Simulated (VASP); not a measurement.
# PbF2 in VASP: single point with PBEsol

Aim: the single point of PbF2 with PBEsol.

Program: VASP 6.6.1. These are calculated values, not measurements. Logs are shortened: lines on timing, memory, paths and dates and some standing lists are left out, and cuts for length are marked.

## (1) The cell of the first run

The typed cell holds 6 atoms: a = 3.795 Å, b = 7.528 Å, c = 3.889 Å, α = 91.37°, β = 90.00°, γ = 120.27°.

## (2) Single point, PBEsol

The input, INCAR:

```
SYSTEM = PbF2
  PREC = Accurate
  ENCUT = 520
  EDIFF = 1E-7
  ISMEAR = -1
  SIGMA = 0.05
  LREAL = .False.
  LASPH = .True.
  NELM = 80
  ALGO = Normal
  ISIF = 2
  LWAVE = .False.
  LCHARG = .False.
  GGA = PS
  NBANDS = 37
```

The input, KPOINTS:

```
regular mesh
0
Gamma
  6 6 4
  0 0 0
```

The input, POSCAR:

```
PbF2
1.0
    3.7950823059      0.0001679959      0.0016931366
   -3.7951921620      6.5006753524     -0.0680060790
   -0.0017412222     -0.0678232797      3.8886060708
Pb F
2 4
Direct
    0.0605814250      0.0555427042     -0.2010703928
    0.0773705463      0.5723054049      0.2140935287
    0.6747857984      0.1697501710      0.1925329781
    0.4631623064      0.4580941615      0.8205044599
   -0.1741021190      0.8208397609      0.2560668794
    0.3120528839      0.8070065620      0.7569583694
```

Potentials or basis: VASP PAW PBE potentials, release 64 (Pb_d, F).

Started as:

```bash
> cat potpaw_PBE.64/Pb_d/POTCAR potpaw_PBE.64/F/POTCAR > POTCAR
> mpirun -np 1 vasp_std > vasp.out
```

OUTCAR:

```text
SYSTEM = PbF2
   PREC = Accurate
   ENCUT = 520
   EDIFF = 1E-7
   ISMEAR = -1
   LREAL = .False.
   LASPH = .True.
   NELM = 80
   ISIF = 2
   GGA = PS

 ion  position               nearest neighbor table
   1  0.061  0.056  0.799-   5 2.37   6 2.49   6 2.49   3 2.54   3 2.54   5 2.57   4 2.62   2 4.04
                             2 4.04
   2  0.077  0.572  0.214-   6 2.37   5 2.49   5 2.49   4 2.54   4 2.54   6 2.57   3 2.62   1 4.04
                             1 4.04
   3  0.675  0.170  0.193-   1 2.54   1 2.54   2 2.62
   4  0.463  0.458  0.821-   2 2.54   2 2.54   1 2.62
   5  0.826  0.821  0.256-   1 2.37   2 2.49   2 2.49   1 2.57
   6  0.312  0.807  0.757-   2 2.37   1 2.49   1 2.49   2 2.57

  LATTYP: Found a triclinic cell.
 ALAT       =     5.4340209675
 B/A-ratio  =     0.6983930887
 C/A-ratio  =     1.1963850706
 COS(alpha) =     0.0000228159
 COS(beta)  =     0.0197957691
 COS(gamma) =     0.6983948117

  Lattice vectors:

 A1 = (  -3.7968235281,  -0.0679912756,   3.8869129342)
 A2 = (  -3.7950823059,  -0.0001679959,  -0.0016931366)
 A3 = (   0.0001098561,  -6.5008433483,   0.0663129424)

Analysis of symmetry for initial positions (statically):
=====================================================================
 Subroutine PRICEL returns:
 Original cell was already a primitive cell.

 Routine SETGRP: Setting up the symmetry group for a
 triclinic supercell.

 Subroutine GETGRP returns: Found  1 space group operations
 (whereof  1 operations were pure point group operations)
 out of a pool of  2 trial point group operations.

The static configuration has the point symmetry C_1 .

Analysis of symmetry for dynamics (positions and initial velocities):
=====================================================================
 Subroutine PRICEL returns:
 Original cell was already a primitive cell.

 Routine SETGRP: Setting up the symmetry group for a
 triclinic supercell.

 Subroutine GETGRP returns: Found  1 space group operations
 (whereof  1 operations were pure point group operations)
 out of a pool of  2 trial point group operations.

The dynamic configuration has the point symmetry C_1 .

 Subroutine INISYM returns: Found  1 space group operations
 (whereof  1 operations are pure point group operations),
 and found     1 'primitive' translations

----------------------------------------------------------------------------------------

                                     Primitive cell

  volume of cell :      95.9197

  direct lattice vectors                    reciprocal lattice vectors
     3.795082306  0.000167996  0.001693137     0.263490836  0.153859226  0.002801527
    -3.795192162  6.500675352 -0.068006079    -0.000008008  0.153853568  0.002683440
    -0.001741222 -0.067823280  3.888606071    -0.000114866  0.002623684  0.257207269

  length of vectors
     3.795082687  7.527741256  3.889197887     0.305135921  0.153876968  0.257220676

  position of ions in fractional coordinates (direct lattice)
     0.060581425  0.055542704  0.798929607
     0.077370546  0.572305405  0.214093529
     0.674785798  0.169750171  0.192532978
     0.463162306  0.458094161  0.820504460
     0.825897881  0.820839761  0.256066879
     0.312052884  0.807006562  0.756958369

  ion indices of the primitive-cell ions
   primitive index   ion index
                 1           1
                 2           2
                 3           3
                 4           4
                 5           5
                 6           6

----------------------------------------------------------------------------------------

 KPOINTS: regular mesh

Automatic generation of k-mesh.
 Grid dimensions read from file:
 generate k-points for:    6    6    4

 Generating k-lattice:

  Cartesian coordinates                     Fractional coordinates (reciprocal lattice)
     0.043915139  0.025643204  0.000466921     0.166666667  0.000000000  0.000000000
    -0.000001335  0.025642261  0.000447240    -0.000000000  0.166666667  0.000000000
    -0.000028717  0.000655921  0.064301817     0.000000000  0.000000000  0.250000000

  Length of vectors
     0.050855987  0.025646161  0.064305169

  Shift w.r.t. Gamma in fractional coordinates (k-lattice)
     0.000000000  0.000000000  0.000000000

 Subroutine IBZKPT returns following result:
 ===========================================

 Found     76 irreducible k-points:

 Following reciprocal coordinates:
            Coordinates               Weight
  0.000000  0.000000  0.000000      1.000000
  0.166667 -0.000000  0.000000      2.000000
  0.166667 -0.333333  0.000000      2.000000
  0.333333 -0.000000  0.000000      2.000000
  0.333333  0.333333  0.000000      2.000000
  0.500000 -0.000000  0.000000      1.000000
[... 16 lines left out ...]
  0.166667 -0.333333 -0.250000      2.000000
  0.333333 -0.000000  0.250000      2.000000
 [... further k-points ...]
   k-points           NKPTS =     76   k-points in BZ     NKDIM =     76   number of bands    NBANDS=     37
   number of dos      NEDOS =    301   number of ions     NIONS =      6
   total plane-waves  NPLWV =  47040
   dimension x,y,z NGX =    28 NGY =   56 NGZ =   30
   dimension x,y,z NGXF=    56 NGYF=  112 NGZF=   60
   ions per type =               2   4
   NGX,Y,Z   is equivalent  to a cutoff of  12.27, 12.37, 12.82 a.u.
   NGXF,Y,Z  is equivalent  to a cutoff of  24.53, 24.73, 25.65 a.u.
 SYSTEM =  PbF2
   PREC   = accura    normal or accurate (medium, high low for compatibility)
   ISTART =      0    job   : 0-new  1-cont  2-samecut
   ICHARG =      2    charge: 1-file 2-atom 10-const
   ISPIN  =      1    spin polarized calculation?
   LNONCOLLINEAR =      F non collinear calculations
   LSORBIT =      F    spin-orbit coupling
   LASPH  =      T    aspherical Exc in radial PAW
   ENCUT  =  520.0 eV  38.22 Ry    6.18 a.u.   7.06 14.00  7.23*2*pi/ulx,y,z
   NELM   =     80;   NELMIN=  2; NELMDL= -5     # of ELM steps
   EDIFF  = 0.1E-06   stopping-criterion for ELM
   LREAL  =      F    real-space projection
   EDIFFG = 0.1E-05   stopping-criterion for IOM
   NSW    =      0    number of steps for IOM
   IBRION =     -1    ionic relax: 0-MD 1-quasi-New 2-CG
   NFREE  =      0    steps in history (QN), initial steepest desc. (CG)
   ISIF   =      2    stress and relaxation
   ISYM   =      2    0-nonsym 1-usesym 2-fastsym
   POTIM  = 0.5000    time-step for ionic-motion
   TEBEG  =    0.0;   TEEND  =   0.0 temperature during run
   PSTRESS=    0.0 pullay stress
   NELECT =      56.0000    total number of electrons
   NUPDOWN=      -1.0000    fix difference up-down
   EMIN   =  10.00;   EMAX   =-10.00  energy-range for DOS
   EFERMI =   0.00;   METHOD = LEGACY
   ISMEAR =    -1;   SIGMA  =   0.05  broadening in eV -4-tet -1-fermi 0-gaus
   EFERMI_NEDOS =   21; number of points for ismear=-14 and -15
   IALGO  =     38    algorithm
   IMIX   =      4    mixing-type and parameters
     AMIX     =   0.40;   BMIX     =  1.00
     AMIX_MAG =   1.60;   BMIX_MAG =  1.00
  volume/ion in A,a.u.               =      15.99       107.88
  Fermi-wavevector in a.u.,A,eV,Ry     =   1.368259  2.585634 25.471908  1.872132
  Thomas-Fermi vector in A             =   2.494239
   LORBIT       =      0    0 simple, 1 ext, 2 COOP (PROOUT), +10 PAW based schemes
   GGA     = PS    functional components
   LHFCALC =     F    Hartree Fock is set to
   AEXX    =    0.0000 exact exchange contribution
   IVDW    =     0    specifies the selected vdW correction
   LEPSILON=     F    determine dielectric tensor
   LRPA    =     F    only Hartree local field effects (RPA)
 non-spin polarized calculation
  energy-cutoff  :      520.00
  volume of cell :       95.92
 maximum number of plane-waves:      2604
   NGX = 15   NGY = 27   NGZ = 15

 number of electron      55.9999996 magnetization

 Free energy of the ion-electron system (eV)
  ---------------------------------------------------
  ext. energy  EPLUGINS =         0.00000000
  ---------------------------------------------------
  free energy    TOTEN  =       -29.62402378 eV

  energy without entropy =      -29.62402378  energy(sigma->0) =      -29.62402378

 E-fermi :   3.6928     XC(G=0): -10.2450

 val. band max:        2.5590998887   @ k =  -0.0000   0.0000   0.5000
 cond. band min:       6.5357629001   @ k =  -0.0000   0.5000   0.5000
 fundamental gap:      3.9766630113
 Fermi energy:         3.6927745818

 k-point     1 :       0.0000    0.0000    0.0000
  band No.  band energies     occupation
      1     -19.0733      2.00000
      2     -18.3334      2.00000
      3     -18.0256      2.00000
      4     -17.8861      2.00000
      5     -12.0840      2.00000
      6     -11.9721      2.00000
[... 29 lines left out ...]
     36      14.5330      0.00000
     37      14.9972      0.00000

 k-point     2 :       0.1667   -0.0000    0.0000
  band No.  band energies     occupation
      1     -19.0169      2.00000
      2     -18.3794      2.00000
      3     -18.0247      2.00000
      4     -17.8821      2.00000
      5     -12.0602      2.00000
      6     -11.9961      2.00000
[... 29 lines left out ...]
     36      15.0163      0.00000
     37      15.7434      0.00000

 k-point     3 :       0.1667   -0.3333    0.0000
  band No.  band energies     occupation
      1     -19.0169      2.00000
      2     -18.3794      2.00000
      3     -18.0247      2.00000
      4     -17.8821      2.00000
      5     -12.0602      2.00000
      6     -11.9961      2.00000
[... 29 lines left out ...]
     36      15.0163      0.00000
     37      15.7435      0.00000
[... 761 lines left out ...]
 k-point    23 :       0.1667   -0.3333   -0.2500
  band No.  band energies     occupation
      1     -18.9192      2.00000
      2     -18.4675      2.00000
      3     -18.0059      2.00000
      4     -17.8851      2.00000
      5     -12.0227      2.00000
      6     -11.9976      2.00000
[... 29 lines left out ...]
     36      15.3411      0.00000
     37      16.3393      0.00000

 k-point    24 :       0.3333   -0.0000    0.2500
  band No.  band energies     occupation
      1     -18.8094      2.00000
      2     -18.5510      2.00000
      3     -17.9854      2.00000
      4     -17.9022      2.00000
      5     -11.9843      2.00000
      6     -11.9756      2.00000
[... 29 lines left out ...]
     36      14.9364      0.00000
     37      15.8565      0.00000

 [... further k-points ...]

------------------------ aborting loop because EDIFF is reached ----------------------------------------

  FORCE on cell =-STRESS in cart. coord.  units (eV):
  Direction    XX          YY          ZZ          XY          YZ          ZX
  --------------------------------------------------------------------------------------
  -------------------------------------------------------------------------------------
  Total       -0.1312530     -0.1180066     -0.1509949     -0.0002799     -0.0112709     -0.0000166
  in kB       -2.1923614     -1.9711022     -2.5221173     -0.0046745     -0.1882618     -0.0002776
  external PRESSURE =      -2.2285270 kB  Pullay stress =       0.0000000 kB

 VOLUME and BASIS-vectors are now :
 -----------------------------------------------------------------------------
  energy-cutoff  :      520.00
  volume of cell :       95.92
      direct lattice vectors                 reciprocal lattice vectors
     3.795082306  0.000167996  0.001693137     0.263490836  0.153859226  0.002801527
    -3.795192162  6.500675352 -0.068006079    -0.000008008  0.153853568  0.002683440
    -0.001741222 -0.067823280  3.888606071    -0.000114866  0.002623684  0.257207269

 POSITION                                       TOTAL-FORCE (eV/Angst)
 -----------------------------------------------------------------------------------
      0.01773      0.30689      3.10305         0.000235      0.011338     -0.018776
     -1.87875      3.70586      0.79374         0.000110     -0.011080      0.018681
      1.91630      1.09055      0.73828         0.000610      0.001162      0.007182
      0.01776      2.92235      3.16025         0.000259     -0.001529     -0.007160
      0.01866      5.31878      0.94132        -0.000899     -0.003720      0.007819
     -1.87980      5.19480      2.88916        -0.000315      0.003828     -0.007747
 -----------------------------------------------------------------------------------
    total drift:                                0.000903     -0.000440     -0.000495

  FREE ENERGIE OF THE ION-ELECTRON SYSTEM (eV)
  ---------------------------------------------------
  free  energy   TOTEN  =       -29.6240237791 eV

  energy  without entropy=      -29.6240237791  energy(sigma->0) =      -29.62402378
```

Wall time 4.6 min (1 thread of Intel Xeon Platinum 8259CL at 2.50GHz (Skylake/Cascade Lake), shared host); peak memory 0.34 GiB.

Results:

```yaml
Free_energy: -29.6240 eV
Pressure: -0.2 GPa
Largest_force: 0.022 eV/Å
Band_gap_on_the_k_mesh: 3.98 eV (least direct gap 4.09 eV)
```

Forces in eV/Å, atoms in the order of the input:
```
Pb   0.000  0.011 -0.019
Pb   0.000 -0.011  0.019
F    0.001  0.001  0.007
F    0.000 -0.002 -0.007
F   -0.001 -0.004  0.008
F    0.000  0.004 -0.008
```

Levels at points of the mesh, in eV from the valence-band top:
| k point | band 26 | band 27 | band 28 | band 29 | band 30 | band 31 |
| --- | --- | --- | --- | --- | --- | --- |
| (0.00, 0.00, 0.00) | -1.86 | -1.68 | -0.50 | 4.66 | 6.94 | 7.36 |
| (0.50, 0.00, 0.00) | -1.68 | -0.15 | -0.15 | 4.04 | 4.04 | 7.38 |
| (0.00, 0.50, 0.00) | -1.83 | -1.04 | -0.71 | 5.40 | 5.45 | 7.24 |
| (0.50, 0.50, 0.00) | -1.73 | -0.16 | -0.16 | 4.38 | 4.38 | 7.01 |
| (0.00, 0.00, 0.50) | -1.63 | -0.40 | 0.00 | 4.17 | 4.57 | 7.01 |
| (0.50, 0.00, 0.50) | -1.63 | -1.11 | -1.11 | 5.10 | 5.10 | 6.26 |
| (0.00, 0.50, 0.50) | -1.64 | -0.25 | -0.14 | 3.98 | 4.00 | 7.38 |
| (0.50, 0.50, 0.50) | -1.61 | -0.55 | -0.55 | 5.08 | 5.08 | 6.63 |

Caveat: the PAW data sets were made with another functional, which shifts forces and pressure a little; spin-orbit coupling is left out, which moves the levels of the heavy elements.
